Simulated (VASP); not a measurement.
# Pd (I4/mmm) in VASP: a series of runs

Runs on Pd. Level: PBE. Tasks: single point.

All numbers are computed with VASP 6.6.1; they aren't measurements. Logs are shortened: lines on timing, memory, paths and dates and some standing lists are left out, and cuts for length are marked.

**1. The cell of the first run**

The structure is tetragonal, space group I4/mmm (No. 139). Conventional cell: a = 2.888 Å, b = 2.888 Å, c = 3.695 Å, α = 90.00°, β = 90.00°, γ = 90.00°. Within 3.6 Å of Pd (site symmetry 4/mmm) lie 12 Pd at 2.75 to 2.89 Å.

**2. Single point, PBE (strain +0.050 along x and y, -0.050 along z)**

INCAR

```
SYSTEM = Pd
ALGO = Normal
EDIFF = 1E-6
ENCUT = 520
GGA = PE
ISIF = 2
ISMEAR = 0
LASPH = .True.
LCHARG = .True.
LELF = .True.
LREAL = .False.
LVHAR = .True.
LWAVE = .False.
NBANDS = 11
NELM = 100
PREC = Accurate
SIGMA = 0.15
```

KPOINTS

```
k-points
0
Gamma
  20 20 20
  0 0 0
```

POSCAR

```
Pd
1.0
    0.0000000000      2.0421450000      1.8476550000
    2.0421450000      0.0000000000      1.8476550000
    2.0421450000      2.0421450000      0.0000000000
Pd
1
Direct
    0.0000000000      0.0000000000      0.0000000000
```

Potentials or basis: VASP PAW PBE potentials, release 64 (Pd).

Started as:

```console
$ cat potpaw_PBE.64/Pd/POTCAR > POTCAR
$ mpirun -np 1 vasp_std > vasp.out
```

OUTCAR:

```text
SYSTEM = Pd
   EDIFF = 1E-6
   ENCUT = 520
   GGA = PE
   ISIF = 2
   ISMEAR = 0
   LASPH = .True.
   LREAL = .False.
   NELM = 100
   PREC = Accurate

 ion  position               nearest neighbor table
   1  0.000  0.000  0.000-

  LATTYP: Found a body centered tetragonal cell.
 ALAT       =     2.8880291553
 C/A-ratio  =     1.2795265564

  Lattice vectors:

 A1 = (   0.0000000000,  -2.0421450000,  -1.8476550000)
 A2 = (   0.0000000000,   2.0421450000,  -1.8476550000)
 A3 = (   2.0421450000,   0.0000000000,   1.8476550000)

Analysis of symmetry for initial positions (statically):
=====================================================================
 Subroutine PRICEL returns:
 Original cell was already a primitive cell.

 Routine SETGRP: Setting up the symmetry group for a
 body centered tetragonal supercell.

 Subroutine GETGRP returns: Found 16 space group operations
 (whereof 16 operations were pure point group operations)
 out of a pool of 16 trial point group operations.

The static configuration has the point symmetry D_4h.

Analysis of symmetry for dynamics (positions and initial velocities):
=====================================================================
 Subroutine PRICEL returns:
 Original cell was already a primitive cell.

 Routine SETGRP: Setting up the symmetry group for a
 body centered tetragonal supercell.

 Subroutine GETGRP returns: Found 16 space group operations
 (whereof 16 operations were pure point group operations)
 out of a pool of 16 trial point group operations.

The dynamic configuration has the point symmetry D_4h.

 Subroutine INISYM returns: Found 16 space group operations
 (whereof 16 operations are pure point group operations),
 and found     1 'primitive' translations

----------------------------------------------------------------------------------------

                                     Primitive cell

  volume of cell :      15.4108

  direct lattice vectors                    reciprocal lattice vectors
     0.000000000  2.042145000  1.847655000    -0.244840597  0.244840597  0.270613291
     2.042145000  0.000000000  1.847655000     0.244840597 -0.244840597  0.270613291
     2.042145000  2.042145000  0.000000000     0.244840597  0.244840597 -0.270613291

  length of vectors
     2.753939941  2.753939941  2.888029155     0.439460338  0.439460338  0.439460338

[... 77 lines left out ...]
   NELM   =    100;   NELMIN=  2; NELMDL= -5     # of ELM steps
   EDIFF  = 0.1E-05   stopping-criterion for ELM
   LREAL  =      F    real-space projection
   EDIFFG = 0.1E-04   stopping-criterion for IOM
   NSW    =      0    number of steps for IOM
   IBRION =     -1    ionic relax: 0-MD 1-quasi-New 2-CG
   NFREE  =      0    steps in history (QN), initial steepest desc. (CG)
   ISIF   =      2    stress and relaxation
   ISYM   =      2    0-nonsym 1-usesym 2-fastsym
   POTIM  = 0.5000    time-step for ionic-motion
   TEBEG  =    0.0;   TEEND  =   0.0 temperature during run
   PSTRESS=    0.0 pullay stress
   NELECT =      10.0000    total number of electrons
   NUPDOWN=      -1.0000    fix difference up-down
   EMIN   =  10.00;   EMAX   =-10.00  energy-range for DOS
   EFERMI =   0.00;   METHOD = LEGACY
   ISMEAR =     0;   SIGMA  =   0.15  broadening in eV -4-tet -1-fermi 0-gaus
   EFERMI_NEDOS =   21; number of points for ismear=-14 and -15
   IALGO  =     38    algorithm
   IMIX   =      4    mixing-type and parameters
     AMIX     =   0.40;   BMIX     =  1.00
     AMIX_MAG =   1.60;   BMIX_MAG =  1.00
  volume/ion in A,a.u.               =      15.41       104.00
  Fermi-wavevector in a.u.,A,eV,Ry     =   1.417316  2.678340 27.331191  2.008786
  Thomas-Fermi vector in A             =   2.538559
   LORBIT       =      0    0 simple, 1 ext, 2 COOP (PROOUT), +10 PAW based schemes
   GGA     = PE    functional components
   LHFCALC =     F    Hartree Fock is set to
   AEXX    =    0.0000 exact exchange contribution
   IVDW    =     0    specifies the selected vdW correction
   LEPSILON=     F    determine dielectric tensor
   LRPA    =     F    only Hartree local field effects (RPA)
 non-spin polarized calculation
 Gauss-broadening in eV      SIGMA  =   0.15
  energy-cutoff  :      520.00
  volume of cell :       15.41
 maximum number of plane-waves:       431
   NGX = 11   NGY = 11   NGZ = 11

 number of electron      10.0000000 magnetization

 number of electron       9.9999999 magnetization

 Free energy of the ion-electron system (eV)
  ---------------------------------------------------
  ext. energy  EPLUGINS =         0.00000000
  ---------------------------------------------------
  free energy    TOTEN  =        -5.21887195 eV

  energy without entropy =       -5.19382562  energy(sigma->0) =       -5.20634879

 E-fermi :   9.0480     XC(G=0): -12.9118

 val. band max:        9.0457843187   @ k =  -0.2000  -0.0000   0.1500
 cond. band min:       9.0492395214   @ k =  -0.1500   0.0500   0.2000
 fundamental gap:      0.0034552027
 Fermi energy:         9.0480498001

 k-point     1 :       0.0000    0.0000    0.0000
  band No.  band energies     occupation
      1       2.2579      2.00000
      2       6.1871      2.00000
      3       6.1871      2.00000
      4       6.9919      2.00000
      5       7.4500      2.00000
      6       8.2710      2.00000
      7      26.3944      0.00000
      8      30.0215      0.00000
      9      30.0215      0.00000
     10      32.3424      0.00000
     11      35.4430      0.00000
[... 309 lines left out ...]
 k-point    24 :      -0.3500    0.0500    0.0000
  band No.  band energies     occupation
      1       4.2513      2.00000
      2       6.1546      2.00000
      3       6.8580      2.00000
      4       7.7568      2.00000
      5       8.5848      1.99999
      6       9.0311      1.12712
      7      19.2455      0.00000
      8      26.1173      0.00000
      9      30.4047      0.00000
     10      30.6110      0.00000
     11      34.1969      0.00000

 [... further k-points ...]
[... 5 lines left out ...]
  --------------------------------------------------------------------------------------
  -------------------------------------------------------------------------------------
  Total       -0.1653896     -0.1653896      0.0942271      0.0000000     -0.0000000      0.0000000
  in kB      -17.1947031    -17.1947031      9.7963053      0.0000000     -0.0000000      0.0000000
  external PRESSURE =      -8.1977003 kB  Pullay stress =       0.0000000 kB

 VOLUME and BASIS-vectors are now :
 -----------------------------------------------------------------------------
  energy-cutoff  :      520.00
  volume of cell :       15.41
      direct lattice vectors                 reciprocal lattice vectors
     0.000000000  2.042145000  1.847655000    -0.244840597  0.244840597  0.270613291
     2.042145000  0.000000000  1.847655000     0.244840597 -0.244840597  0.270613291
     2.042145000  2.042145000  0.000000000     0.244840597  0.244840597 -0.270613291

 POSITION                                       TOTAL-FORCE (eV/Angst)
 -----------------------------------------------------------------------------------
      0.00000      0.00000      0.00000         0.000000      0.000000     -0.000000
 -----------------------------------------------------------------------------------
    total drift:                                0.000000     -0.000000     -0.000000

  FREE ENERGIE OF THE ION-ELECTRON SYSTEM (eV)
  ---------------------------------------------------
  free  energy   TOTEN  =        -5.2188719527 eV

  energy  without entropy=       -5.1938256221  energy(sigma->0) =       -5.20634879
```

OSZICAR:

```text
N       E                     dE             d eps       ncg     rms          rms(c)
DAV:   1     0.426113498701E+02    0.42611E+02   -0.51322E+03 14190   0.849E+02
DAV:   2    -0.491386518168E+01   -0.47525E+02   -0.46092E+02 15949   0.182E+02
DAV:   3    -0.548376190192E+01   -0.56990E+00   -0.56699E+00 16887   0.212E+01
DAV:   4    -0.548650042816E+01   -0.27385E-02   -0.27382E-02 16865   0.156E+00
DAV:   5    -0.548653172428E+01   -0.31296E-04   -0.31295E-04 18341   0.149E-01    0.683E+00
DAV:   6    -0.523007421517E+01    0.25646E+00   -0.11261E+00 17168   0.851E+00    0.334E+00
DAV:   7    -0.522203059199E+01    0.80436E-02   -0.83466E-03 17996   0.711E-01    0.181E+00
DAV:   8    -0.521887216291E+01    0.31584E-02   -0.10185E-03 17372   0.231E-01    0.543E-02
DAV:   9    -0.521886897185E+01    0.31911E-05   -0.29893E-05 17615   0.501E-02    0.253E-02
DAV:  10    -0.521887238483E+01   -0.34130E-05   -0.32506E-06 17353   0.162E-02    0.519E-03
DAV:  11    -0.521887195274E+01    0.43210E-06   -0.95852E-08 11370   0.368E-03
   1 F= -.52188720E+01 E0= -.52063488E+01  d E =-.250463E-01
```

Wall time 1.8 min (1 thread of AMD EPYC 7R43 (Zen 3), shared host); peak memory 0.18 GiB.

Results:

```yaml
Free_energy: -5.2189 eV
Pressure: -0.8 GPa
Band_gap_on_the_k_mesh: zero (band 5 reaches 9.55 eV, above the bottom of band 6 at 7.85 eV)
```

Stress tensor (GPa, compression positive):
```
-1.72  0.00  0.00
 0.00 -1.72  0.00
 0.00  0.00  0.98
```

Levels at points of the mesh, in eV from the Fermi level:
| k point | band 2 | band 3 | band 4 | band 5 | band 6 | band 7 | band 8 | band 9 |
| --- | --- | --- | --- | --- | --- | --- | --- | --- |
| (0.00, 0.00, 0.00) | -2.86 | -2.86 | -2.06 | -1.60 | -0.78 | 17.35 | 20.97 | 20.97 |
| (0.50, 0.00, 0.00) | -3.08 | -2.23 | -0.23 | 0.19 | 1.15 | 7.05 | 16.26 | 19.67 |
| (0.50, 0.50, 0.00) | -4.76 | -0.03 | 0.29 | 0.29 | 4.74 | 11.79 | 11.79 | 12.16 |
| (0.50, 0.00, 0.50) | -4.69 | -0.11 | -0.02 | 0.50 | 2.77 | 9.49 | 13.41 | 13.98 |

Caveat: the cell differs from its parent crystal (strain +0.050 along x and y, -0.050 along z).

**3. Single point, PBE (strain +0.050 along x and y, -0.025 along z)**

INCAR

```
SYSTEM = Pd
PREC = Accurate
ENCUT = 520
EDIFF = 1E-6
ISMEAR = 0
SIGMA = 0.15
LREAL = .False.
LASPH = .True.
NELM = 80
ALGO = Normal
ISIF = 2
LWAVE = .False.
LCHARG = .False.
GGA = PE
NBANDS = 11
```

KPOINTS

```
Automatic mesh
0
Gamma
  20 20 20
  0 0 0
```

POSCAR

```
Pd
1.0
    0.0000000000      2.0421450000      1.8962775000
    2.0421450000      0.0000000000      1.8962775000
    2.0421450000      2.0421450000      0.0000000000
Pd
1
Direct
    0.0000000000      0.0000000000      0.0000000000
```

Potentials or basis: VASP PAW PBE potentials, release 64 (Pd).

Started as:

```console
$ cat potpaw_PBE.64/Pd/POTCAR > POTCAR
$ mpirun -np 1 vasp_std > vasp.out
```

Wall time 2.5 min (1 thread of AMD EPYC 7R43 (Zen 3), shared host); peak memory 0.2 GiB.

The run converged. Its results:

```
Free energy            : -5.2158 eV
Pressure               : -4.9 GPa
Band gap on the k mesh : zero (band 5 reaches 9.07 eV, above the bottom of band 6 at 7.48 eV)
```

Stress tensor (GPa, compression positive):
```
-5.54  0.00  0.00
 0.00 -5.54  0.00
 0.00  0.00 -3.47
```

Levels at points of the mesh, in eV from the Fermi level:
| k point | band 3 | band 4 | band 5 | band 6 | band 7 | band 8 |
| --- | --- | --- | --- | --- | --- | --- |
| (0.00, 0.00, 0.00) | -2.71 | -2.11 | -1.42 | -0.82 | 17.24 | 21.01 |
| (0.50, 0.00, 0.00) | -2.26 | -0.17 | 0.12 | 1.19 | 6.82 | 16.32 |
| (0.50, 0.50, 0.00) | -0.04 | 0.27 | 0.27 | 4.34 | 11.39 | 11.96 |
| (0.50, 0.00, 0.50) | -0.09 | 0.04 | 0.43 | 2.93 | 9.45 | 13.16 |

Caveat: the cell differs from its parent crystal (strain +0.050 along x and y, -0.025 along z).

**4. Single point, PBE (strain +0.050 along x and y, +0.000 along z)**

INCAR

```
SYSTEM = Pd
ALGO = Normal
EDIFF = 1E-6
ENCUT = 520
GGA = PE
ISIF = 2
ISMEAR = 0
LASPH = .TRUE.
LCHARG = .TRUE.
LELF = .TRUE.
LREAL = .FALSE.
LVHAR = .TRUE.
LWAVE = .FALSE.
NBANDS = 11
NELM = 100
PREC = Accurate
SIGMA = 0.15
```

KPOINTS

```
k-points
0
G
  20 20 20
  0 0 0
```

POSCAR

```
Pd
1.0
    0.0000000000      2.0421450000      1.9449000000
    2.0421450000      0.0000000000      1.9449000000
    2.0421450000      2.0421450000      0.0000000000
Pd
1
Direct
    0.0000000000      0.0000000000      0.0000000000
```

Started as:

```console
$ cat potpaw_PBE.64/Pd/POTCAR > POTCAR
$ mpirun -np 1 vasp_std > vasp.out
```

It took 2.5 min on 1 thread of AMD EPYC 7R43 (Zen 3), shared host; peak memory 0.19 GiB.

Results (log left out):

```
Free energy            : -5.2023 eV
Pressure               : -8.2 GPa
Band gap on the k mesh : zero (band 5 reaches 8.61 eV, above the bottom of band 6 at 7.16 eV)
```

Stress tensor (GPa, compression positive):
```
-8.68  0.00  0.00
 0.00 -8.68  0.00
 0.00  0.00 -7.27
```

Levels at points of the mesh, in eV from the Fermi level:
```tsv
k point	band 2	band 3	band 4	band 5	band 6	band 7	band 8	band 9
(0.00, 0.00, 0.00)	-2.55	-2.55	-2.17	-1.26	-0.87	17.15	21.03	21.03
(0.50, 0.00, 0.00)	-2.65	-2.27	-0.12	0.06	1.23	6.62	16.36	19.65
(0.50, 0.50, 0.00)	-4.38	-0.05	0.25	0.25	3.98	10.67	12.12	12.12
(0.50, 0.00, 0.50)	-4.37	-0.07	0.10	0.35	3.08	9.42	12.91	13.11
```

Caveat: the cell differs from its parent crystal (strain +0.050 along x and y, +0.000 along z).

**5. Summary**

```tsv
cell	gap on the mesh (eV)	pressure (GPa)
a = 2.754, b = 2.754, c = 2.888 Å, angles 58.4, 58.4, 63.2°, 1 atom	none	-0.8
a = 2.787, b = 2.787, c = 2.888 Å, angles 58.8, 58.8, 62.4°, 1 atom	none	-4.9
a = 2.820, b = 2.820, c = 2.888 Å, angles 59.2, 59.2, 61.6°, 1 atom	none	-8.2
```

Alike in all rows: task single point; level PBE; potentials or basis VASP PAW PBE potentials, release 64 (Pd); no spin polarisation; k mesh 20 × 20 × 20; cutoff (eV) 520; smearing gaussian 0.15 eV.

Total energies depend on the potentials used, so only differences within one code and one set of settings carry meaning.
